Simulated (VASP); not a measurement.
# P (Im-3m) in VASP: further runs

P is run at these levels: revPBE; tasks: single point.

Everything below comes from runs of VASP 6.6.1. Logs are shortened: lines on timing, memory, paths and dates and some standing lists are left out, and cuts for length are marked.

## 1. The cell of the first run

It takes space group Im-3m (No. 229, cubic). The conventional cell has a = 3.143 Å, b = 3.143 Å, c = 3.143 Å, α = 90.00°, β = 90.00°, γ = 90.00°. P (site symmetry m-3m) has 14 P at 2.72 to 3.14 Å within 3.6 Å.

## 2. Single point, revPBE (volume scaled by 1.08)

File INCAR:

```
SYSTEM = P
PREC     = Accurate       ! precision mode
ENCUT    = 520            ! plane-wave cutoff, eV
EDIFF    = 1E-7           ! SCF threshold, eV
ISMEAR   = -1             ! smearing method
SIGMA    = 0.1            ! smearing width, eV
LREAL    = .FALSE.        ! projectors in reciprocal space
LASPH    = .TRUE.         ! aspherical terms in the spheres
NELM     = 60             ! most SCF steps
ALGO     = Normal         ! electronic algorithm
ISIF     = 2              ! what is computed and relaxed
LWAVE    = .FALSE.        ! write WAVECAR
LCHARG   = .FALSE.        ! write CHGCAR
GGA      = RE             ! functional
NBANDS   = 8              ! bands
```

File KPOINTS:

```
regular mesh
0
G
  16 16 16
  0 0 0
```

File POSCAR:

```
P
1.0
   -1.5712768010      1.5712768010      1.5712768010
    1.5712768010     -1.5712768010      1.5712768010
    1.5712768010      1.5712768010     -1.5712768010
P
1
Direct
    0.0000000000      0.0000000000      0.0000000000
```

Potentials or basis: VASP PAW PBE potentials, release 64 (P).

The run is started by

```
> cat potpaw_PBE.64/P/POTCAR > POTCAR
> mpirun -np 1 vasp_std > vasp.out
```

OUTCAR:

```text
SYSTEM = P
   PREC = Accurate
   ENCUT = 520
   EDIFF = 1E-7
   ISMEAR = -1
   LREAL = .FALSE.
   LASPH = .TRUE.
   NELM = 60
   ISIF = 2
   GGA = RE

 ion  position               nearest neighbor table
   1  0.000  0.000  0.000-

  LATTYP: Found a body centered cubic cell.
 ALAT       =     3.1425536020

  Lattice vectors:

 A1 = (  -1.5712768010,   1.5712768010,   1.5712768010)
 A2 = (   1.5712768010,  -1.5712768010,   1.5712768010)
 A3 = (   1.5712768010,   1.5712768010,  -1.5712768010)

Analysis of symmetry for initial positions (statically):
=====================================================================
 Subroutine PRICEL returns:
 Original cell was already a primitive cell.

 Routine SETGRP: Setting up the symmetry group for a
 body centered cubic supercell.

 Subroutine GETGRP returns: Found 48 space group operations
 (whereof 48 operations were pure point group operations)
 out of a pool of 48 trial point group operations.

The static configuration has the point symmetry O_h .

Analysis of symmetry for dynamics (positions and initial velocities):
=====================================================================
 Subroutine PRICEL returns:
 Original cell was already a primitive cell.

 Routine SETGRP: Setting up the symmetry group for a
 body centered cubic supercell.

 Subroutine GETGRP returns: Found 48 space group operations
 (whereof 48 operations were pure point group operations)
 out of a pool of 48 trial point group operations.

The dynamic configuration has the point symmetry O_h .

 Subroutine INISYM returns: Found 48 space group operations
 (whereof 48 operations are pure point group operations),
 and found     1 'primitive' translations

----------------------------------------------------------------------------------------

                                     Primitive cell

  volume of cell :      15.5174

  direct lattice vectors                    reciprocal lattice vectors
    -1.571276801  1.571276801  1.571276801     0.000000000  0.318212552  0.318212552
     1.571276801 -1.571276801  1.571276801     0.318212552  0.000000000  0.318212552
     1.571276801  1.571276801 -1.571276801     0.318212552  0.318212552  0.000000000

  length of vectors
     2.721531252  2.721531252  2.721531252     0.450020506  0.450020506  0.450020506

  position of ions in fractional coordinates (direct lattice)
     0.000000000  0.000000000  0.000000000

  ion indices of the primitive-cell ions
   primitive index   ion index
                 1           1

----------------------------------------------------------------------------------------

 KPOINTS: regular mesh

Automatic generation of k-mesh.
 Grid dimensions read from file:
 generate k-points for:   16   16   16

 Generating k-lattice:

  Cartesian coordinates                     Fractional coordinates (reciprocal lattice)
     0.000000000  0.019888284  0.019888284     0.062500000  0.000000000  0.000000000
     0.019888284  0.000000000  0.019888284     0.000000000  0.062500000  0.000000000
     0.019888284  0.019888284  0.000000000     0.000000000  0.000000000  0.062500000

  Length of vectors
     0.028126282  0.028126282  0.028126282

  Shift w.r.t. Gamma in fractional coordinates (k-lattice)
     0.000000000  0.000000000  0.000000000

 Subroutine IBZKPT returns following result:
 ===========================================

 Found    145 irreducible k-points:

 Following reciprocal coordinates:
            Coordinates               Weight
  0.000000  0.000000  0.000000      1.000000
  0.062500  0.000000  0.000000     12.000000
  0.125000  0.000000  0.000000     12.000000
  0.187500  0.000000  0.000000     12.000000
  0.250000  0.000000  0.000000     12.000000
  0.312500  0.000000  0.000000     12.000000
[... 16 lines left out ...]
  0.187500  0.187500  0.000000     24.000000
  0.250000  0.187500  0.000000     48.000000
 [... further k-points ...]
   k-points           NKPTS =    145   k-points in BZ     NKDIM =    145   number of bands    NBANDS=      8
   number of dos      NEDOS =    301   number of ions     NIONS =      1
   total plane-waves  NPLWV =   8000
   dimension x,y,z NGX =    20 NGY =   20 NGZ =   20
   dimension x,y,z NGXF=    40 NGYF=   40 NGZF=   40
   ions per type =               1
   NGX,Y,Z   is equivalent  to a cutoff of  12.22, 12.22, 12.22 a.u.
   NGXF,Y,Z  is equivalent  to a cutoff of  24.43, 24.43, 24.43 a.u.
 SYSTEM =  P
   PREC   = accura    normal or accurate (medium, high low for compatibility)
   ISTART =      0    job   : 0-new  1-cont  2-samecut
   ICHARG =      2    charge: 1-file 2-atom 10-const
   ISPIN  =      1    spin polarized calculation?
   LNONCOLLINEAR =      F non collinear calculations
   LSORBIT =      F    spin-orbit coupling
   LASPH  =      T    aspherical Exc in radial PAW
   ENCUT  =  520.0 eV  38.22 Ry    6.18 a.u.   5.06  5.06  5.06*2*pi/ulx,y,z
   NELM   =     60;   NELMIN=  2; NELMDL= -5     # of ELM steps
   EDIFF  = 0.1E-06   stopping-criterion for ELM
   LREAL  =      F    real-space projection
   EDIFFG = 0.1E-05   stopping-criterion for IOM
   NSW    =      0    number of steps for IOM
   IBRION =     -1    ionic relax: 0-MD 1-quasi-New 2-CG
   NFREE  =      0    steps in history (QN), initial steepest desc. (CG)
   ISIF   =      2    stress and relaxation
   ISYM   =      2    0-nonsym 1-usesym 2-fastsym
   POTIM  = 0.5000    time-step for ionic-motion
   TEBEG  =    0.0;   TEEND  =   0.0 temperature during run
   PSTRESS=    0.0 pullay stress
   NELECT =       5.0000    total number of electrons
   NUPDOWN=      -1.0000    fix difference up-down
   EMIN   =  10.00;   EMAX   =-10.00  energy-range for DOS
   EFERMI =   0.00;   METHOD = LEGACY
   ISMEAR =    -1;   SIGMA  =   0.10  broadening in eV -4-tet -1-fermi 0-gaus
   EFERMI_NEDOS =   21; number of points for ismear=-14 and -15
   IALGO  =     38    algorithm
   IMIX   =      4    mixing-type and parameters
     AMIX     =   0.40;   BMIX     =  1.00
     AMIX_MAG =   1.60;   BMIX_MAG =  1.00
  volume/ion in A,a.u.               =      15.52       104.72
  Fermi-wavevector in a.u.,A,eV,Ry     =   1.122343  2.120920 17.138620  1.259653
  Thomas-Fermi vector in A             =   2.259002
   LORBIT       =      0    0 simple, 1 ext, 2 COOP (PROOUT), +10 PAW based schemes
   GGA     = RE    functional components
   LHFCALC =     F    Hartree Fock is set to
   AEXX    =    0.0000 exact exchange contribution
   IVDW    =     0    specifies the selected vdW correction
   LEPSILON=     F    determine dielectric tensor
   LRPA    =     F    only Hartree local field effects (RPA)
 non-spin polarized calculation
  energy-cutoff  :      520.00
  volume of cell :       15.52
 maximum number of plane-waves:       430
   NGX = 11   NGY = 11   NGZ = 11

 number of electron       4.9999998 magnetization

 Free energy of the ion-electron system (eV)
  ---------------------------------------------------
  ext. energy  EPLUGINS =         0.00000000
  ---------------------------------------------------
  free energy    TOTEN  =        -4.32760572 eV

  energy without entropy =       -4.30992227  energy(sigma->0) =       -4.31876399

 E-fermi :   8.7783     XC(G=0): -11.1812

 val. band max:        8.7288922225   @ k =  -0.3750   0.4375   0.3125
 cond. band min:       8.7972737065   @ k =  -0.4375   0.4375   0.3125
 fundamental gap:      0.0683814840
 Fermi energy:         8.7783286002

 k-point     1 :       0.0000    0.0000    0.0000
  band No.  band energies     occupation
      1      -6.7398      2.00000
      2      15.2269      0.00000
      3      15.2269      0.00000
      4      15.2269      0.00000
      5      20.5461      0.00000
      6      20.5461      0.00000
      7      20.5461      0.00000
      8      24.3007      0.00000

 k-point     2 :       0.0625    0.0000    0.0000
  band No.  band energies     occupation
      1      -6.6300      2.00000
      2      14.5465      0.00000
      3      14.8694      0.00000
      4      15.1655      0.00000
      5      20.2349      0.00000
      6      20.6233      0.00000
      7      21.0980      0.00000
      8      23.6269      0.00000

 k-point     3 :       0.1250    0.0000    0.0000
  band No.  band energies     occupation
      1      -6.3011      2.00000
      2      12.8937      0.00000
      3      14.0855      0.00000
      4      14.9892      0.00000
      5      19.4964      0.00000
      6      20.3023      0.00000
      7      22.4622      0.00000
      8      23.1524      0.00000

 k-point     4 :       0.1875    0.0000    0.0000
  band No.  band energies     occupation
      1      -5.7557      2.00000
      2      10.8064      0.00000
      3      13.2301      0.00000
      4      14.7242      0.00000
      5      18.6331      0.00000
      6      19.4110      0.00000
      7      23.5279      0.00000
      8      24.0323      0.00000

 k-point     5 :       0.2500    0.0000    0.0000
  band No.  band energies     occupation
      1      -4.9986      2.00000
      2       8.5911      1.73354
      3      12.4589      0.00000
      4      14.4147      0.00000
      5      17.8226      0.00000
      6      18.4873      0.00000
      7      24.2621      0.00000
      8      24.3382      0.00000
[... 177 lines left out ...]
 k-point    22 :       0.4375    0.1250    0.0000
  band No.  band energies     occupation
      1      -0.6346      2.00000
      2       1.9463      2.00000
      3       9.0524      0.12127
      4      12.3543      0.00000
      5      17.3092      0.00000
      6      19.4746      0.00000
      7      25.9307      0.00000
      8      26.0593      0.00000

 k-point    23 :       0.1875    0.1875    0.0000
  band No.  band energies     occupation
      1      -3.8262      2.00000
      2       7.3627      2.00000
      3       9.2323      0.02114
      4      12.8945      0.00000
      5      18.5084      0.00000
      6      20.2196      0.00000
      7      23.7917      0.00000
      8      25.1718      0.00000

 k-point    24 :       0.2500    0.1875    0.0000
  band No.  band energies     occupation
      1      -2.7893      2.00000
      2       5.7543      2.00000
      3       8.1631      1.99575
      4      12.4616      0.00000
      5      18.3974      0.00000
      6      20.4613      0.00000
      7      24.1880      0.00000
      8      26.0636      0.00000

 [... further k-points ...]
[... 5 lines left out ...]
  --------------------------------------------------------------------------------------
  -------------------------------------------------------------------------------------
  Total       -0.6318669     -0.6318669     -0.6318669      0.0000000      0.0000000      0.0000000
  in kB      -65.2406275    -65.2406275    -65.2406275      0.0000000      0.0000000      0.0000000
  external PRESSURE =     -65.2406275 kB  Pullay stress =       0.0000000 kB

 VOLUME and BASIS-vectors are now :
 -----------------------------------------------------------------------------
  energy-cutoff  :      520.00
  volume of cell :       15.52
      direct lattice vectors                 reciprocal lattice vectors
    -1.571276801  1.571276801  1.571276801     0.000000000  0.318212552  0.318212552
     1.571276801 -1.571276801  1.571276801     0.318212552  0.000000000  0.318212552
     1.571276801  1.571276801 -1.571276801     0.318212552  0.318212552  0.000000000

 POSITION                                       TOTAL-FORCE (eV/Angst)
 -----------------------------------------------------------------------------------
      0.00000      0.00000      0.00000         0.000000      0.000000      0.000000
 -----------------------------------------------------------------------------------
    total drift:                                0.000000      0.000000     -0.000000

  FREE ENERGIE OF THE ION-ELECTRON SYSTEM (eV)
  ---------------------------------------------------
  free  energy   TOTEN  =        -4.3276057174 eV

  energy  without entropy=       -4.3099222717  energy(sigma->0) =       -4.31876399
```

It took 10 s on 1 thread of Intel Xeon Platinum 8488C (Sapphire Rapids), shared host; peak memory 0.12 GiB.

Results:

```yaml
Free_energy: -4.3276 eV
Pressure: -6.5 GPa
```

Caveat: the cell differs from its parent crystal (volume scaled by 1.08); the PAW data sets were made with another functional, which shifts forces and pressure a little.

## 3. Single point, revPBE (volume scaled by 1.12)

File INCAR:

```
SYSTEM = P
  ALGO = Normal
  EDIFF = 1E-6
  ENCUT = 520
  GGA = RE
  ISIF = 2
  ISMEAR = -1
  LASPH = .TRUE.
  LCHARG = .FALSE.
  LREAL = .FALSE.
  LWAVE = .FALSE.
  NBANDS = 8
  NELM = 60
  PREC = Accurate
  SIGMA = 0.1
```

File KPOINTS:

```
k-points
0
G
  16 16 16
  0 0 0
```

File POSCAR:

```
P
1.0
   -1.5904406019      1.5904406019      1.5904406019
    1.5904406019     -1.5904406019      1.5904406019
    1.5904406019      1.5904406019     -1.5904406019
P
1
Direct
    0.0000000000      0.0000000000      0.0000000000
```

Potentials or basis: VASP PAW PBE potentials, release 64 (P).

The run is started by

```
> cat potpaw_PBE.64/P/POTCAR > POTCAR
> mpirun -np 1 vasp_std > vasp.out
```

It took 8.6 s on 1 thread of Intel Xeon Platinum 8488C (Sapphire Rapids), shared host; peak memory 0.12 GiB.

The run converged. Its results:

```
Free energy : -4.3002 eV
Pressure    : -8.8 GPa
```

Levels at points of the mesh, in eV from the Fermi level:
| k point | band 1 | band 2 | band 3 | band 4 | band 5 | band 6 | band 7 |
| --- | --- | --- | --- | --- | --- | --- | --- |
| (0.00, 0.00, 0.00) | -15.15 | 6.14 | 6.14 | 6.14 | 11.69 | 11.69 | 11.69 |
| (0.50, 0.00, 0.00) | -9.59 | -6.87 | 2.12 | 4.68 | 7.51 | 7.85 | 18.22 |
| (0.50, 0.50, 0.50) | -4.95 | -2.26 | -2.26 | -2.26 | 3.03 | 3.03 | 22.12 |

Caveat: the cell differs from its parent crystal (volume scaled by 1.12); the PAW data sets were made with another functional, which shifts forces and pressure a little.

## 4. Single point, revPBE

This run uses another cell than the first one, of 14.37 Å³/atom, 0.926 times its volume.

File INCAR:

```
SYSTEM = P
PREC = Accurate
ENCUT = 520
EDIFF = 1E-6
ISMEAR = -1
SIGMA = 0.1
LREAL = .FALSE.
LASPH = .TRUE.
NELM = 100
ALGO = Normal
ISIF = 2
LWAVE = .FALSE.
LCHARG = .FALSE.
GGA = RE
NBANDS = 8
```

File KPOINTS:

```
Automatic mesh
0
G
  24 24 24
  0 0 0
```

File POSCAR:

```
P
1.0
   -1.5314804126      1.5314804126      1.5314804126
    1.5314804126     -1.5314804126      1.5314804126
    1.5314804126      1.5314804126     -1.5314804126
P
1
Direct
    0.0000000000      0.0000000000      0.0000000000
```

Potentials or basis: VASP PAW PBE potentials, release 64 (P).

The run is started by

```
> cat potpaw_PBE.64/P/POTCAR > POTCAR
> mpirun -np 1 vasp_std > vasp.out
```

OUTCAR:

```text
SYSTEM = P
   PREC = Accurate
   ENCUT = 520
   EDIFF = 1E-6
   ISMEAR = -1
   LREAL = .FALSE.
   LASPH = .TRUE.
   NELM = 100
   ISIF = 2
   GGA = RE

 ion  position               nearest neighbor table
   1  0.000  0.000  0.000-

  LATTYP: Found a body centered cubic cell.
 ALAT       =     3.0629608252

  Lattice vectors:

 A1 = (  -1.5314804126,   1.5314804126,   1.5314804126)
 A2 = (   1.5314804126,  -1.5314804126,   1.5314804126)
 A3 = (   1.5314804126,   1.5314804126,  -1.5314804126)
[... 433 lines left out ...]
  band No.  band energies     occupation
      1      -0.1521      2.00000
      2       2.3157      2.00000
      3      12.0832      0.00000
      4      14.7015      0.00000
      5      17.6670      0.00000
      6      18.4856      0.00000
      7      28.6007      0.00000
      8      29.1299      0.00000

 [... further k-points ...]
[... 5 lines left out ...]
  --------------------------------------------------------------------------------------
  -------------------------------------------------------------------------------------
  Total       -0.0421426     -0.0421426     -0.0421426      0.0000000      0.0000000      0.0000000
  in kB       -4.6993442     -4.6993442     -4.6993442      0.0000000      0.0000000      0.0000000
  external PRESSURE =      -4.6993442 kB  Pullay stress =       0.0000000 kB

 VOLUME and BASIS-vectors are now :
 -----------------------------------------------------------------------------
  energy-cutoff  :      520.00
  volume of cell :       14.37
      direct lattice vectors                 reciprocal lattice vectors
    -1.531480413  1.531480413  1.531480413     0.000000000  0.326481485  0.326481485
     1.531480413 -1.531480413  1.531480413     0.326481485  0.000000000  0.326481485
     1.531480413  1.531480413 -1.531480413     0.326481485  0.326481485  0.000000000

 POSITION                                       TOTAL-FORCE (eV/Angst)
 -----------------------------------------------------------------------------------
      0.00000      0.00000      0.00000        -0.000000     -0.000000      0.000000
 -----------------------------------------------------------------------------------
    total drift:                                0.000000      0.000000     -0.000000

  FREE ENERGIE OF THE ION-ELECTRON SYSTEM (eV)
  ---------------------------------------------------
  free  energy   TOTEN  =        -4.3558058215 eV

  energy  without entropy=       -4.3397880843  energy(sigma->0) =       -4.34779695
```

stdout:

```text
POSCAR found type information on POSCAR P
 POSCAR found :  1 types and       1 ions
 scaLAPACK will be used
 -----------------------------------------------------------------------------
|                                                                             |
|                                                                             |
|     You enforced a specific xc type in the INCAR file but a different       |
|     I HOPE YOU KNOW WHAT YOU ARE DOING!                                     |
|                                                                             |
 -----------------------------------------------------------------------------

 LDA part: xc-table for (Slater+PW92), standard interpolation
 POSCAR, INCAR and KPOINTS ok, starting setup
 FFT: planning ... GRIDC
 FFT: planning ... GRID_SOFT
 FFT: planning ... GRID
 WAVECAR not read
 entering main loop
```

Run time: 18 s. Hardware: 1 thread of Intel Xeon Platinum 8488C (Sapphire Rapids), shared host; peak memory 0.14 GiB.

What came out:

```
Free energy : -4.3558 eV
Pressure    : -0.5 GPa
```

Caveat: the PAW data sets were made with another functional, which shifts forces and pressure a little.

## 5. The runs side by side

```csv
cell,k mesh,gap on the mesh (eV),pressure (GPa)
"a = 2.722 Å, angles 109.5°, 1 atom",16 × 16 × 16,none,-6.5
"a = 2.755 Å, angles 109.5°, 1 atom",16 × 16 × 16,none,-8.8
"a = 2.653 Å, angles 109.5°, 1 atom",24 × 24 × 24,none,-0.5
```

Alike in all rows: task single point; level revPBE; potentials or basis VASP PAW PBE potentials, release 64 (P); no spin polarisation; cutoff (eV) 520; smearing fermi-dirac 0.1 eV.

Caveats: the PAW data sets were made with another functional, which shifts forces and pressure a little.

Total energies depend on the potentials used, so only differences within one code and one set of settings carry meaning.
